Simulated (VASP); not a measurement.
Input of a VASP 6.6.1 run:

File INCAR:

```
SYSTEM = Sr
PREC = Accurate
ENCUT = 520
EDIFF = 1E-6
ISMEAR = 0
SIGMA = 0.15
LREAL = .FALSE.
LASPH = .TRUE.
NELM = 60
ALGO = Fast
ISIF = 2
LWAVE = .FALSE.
LCHARG = .FALSE.
GGA = PE
NBANDS = 11
```

File KPOINTS:

```
regular mesh
0
G
  16 16 16
  0 0 0
```

The input POSCAR:

```
Sr
1.0
    0.0000000000      3.1280947488      2.8778471689
    3.1280947488      0.0000000000      2.8778471689
    3.1280947488      3.1280947488      0.0000000000
Sr
1
Direct
    0.0000000000      0.0000000000      0.0000000000
```

Potentials or basis: VASP PAW PBE potentials, release 64 (Sr_sv).

Command:

```bash
$ cat potpaw_PBE.64/Sr_sv/POTCAR > POTCAR
$ mpirun -np 1 vasp_std > vasp.out
```

(1) What does it give for the pressure?

(2) Estimate the band gap on the k mesh.

Results:

(1) -0.3 GPa.

(2) zero (band 5 reaches 1.64 eV, above the bottom of band 6 at 1.48 eV).
